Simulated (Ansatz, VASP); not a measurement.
## One calculation of Ti2HgS, two programs

```
CELL_PARAMETERS angstrom
1.75801 3.04496 0.00000
-1.75801 3.04496 0.00000
0.00000 0.00000 12.26771
ATOMIC_POSITIONS crystal
Ti 0.33333 0.33333 0.14495
Ti 0.66667 0.66667 0.64495
Ti 0.33333 0.33333 0.35505
Ti 0.66667 0.66667 0.85505
Hg 0.00000 0.00000 0.00000
Hg 0.00000 0.00000 0.50000
S 0.66667 0.66667 0.25000
S 0.33333 0.33333 0.75000
```

Alike in both runs: functional PBE; k mesh 11 × 11 × 3; no spin polarisation.

Ansatz relaxed the structure, and its values are those at the end. VASP's run is a single point on that final structure, the one shown.

|  | VASP | Ansatz |
| --- | --- | --- |
| version | VASP 6.6.1 | Ansatz 0.2.0 |
| potentials or method | VASP PAW PBE potentials, release 64 (Ti_sv, Hg, S), cutoff 520 eV | PAW plane waves |
| occupations | fermi-dirac, width 0.1 eV | fermi-dirac |
| valence electrons in the cell | 84 | 100 |

Ansatz gave:

* pressure (GPa): 14.4

Q: Which values does VASP return?

A: Pressure (GPa): 14.7.

VASP's potentials hold 84 valence electrons a cell and Ansatz's 100, so a difference there can come from the potentials and not from the codes. Ansatz's warnings: stress scf threshold loose, structure snapped to symmetry.

Neither program's run includes spin-orbit coupling.
